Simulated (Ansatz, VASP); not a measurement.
## Two plane-wave programs on Br

```
Br
1.0
     6.51130    0.00000    0.00000
    -3.25565    5.63895    0.00000
     0.00000    0.00000    2.53976
Br
3
Direct
  0.00000 0.00000 0.00000
  0.33333 0.66667 0.50000
  0.66667 0.33333 0.50000
```

Alike in both runs: functional PBEsol; k mesh 9 × 9 × 18; occupations gaussian, width 0.1 eV; no spin polarisation.

Ansatz relaxed the structure, and its values are those at the end. VASP's run is a single point on that final structure, the one shown.

```csv
,VASP,Ansatz
version,VASP 6.6.1,Ansatz 0.2.0
potentials or method,"VASP PAW PBE potentials, release 64 (Br), cutoff 520 eV","scalar-relativistic, plane waves, PAW"
valence electrons in the cell,21,21
```

```csv
,VASP,Ansatz,Ansatz less VASP
gap on the k mesh at the Fermi level (eV),none,none,-
pressure (GPa),0.0,0.0,-0.03
```

VASP's potentials were made for PBE, not for PBEsol. A gap of «none» marks a metal or a gap that the smearing closes.
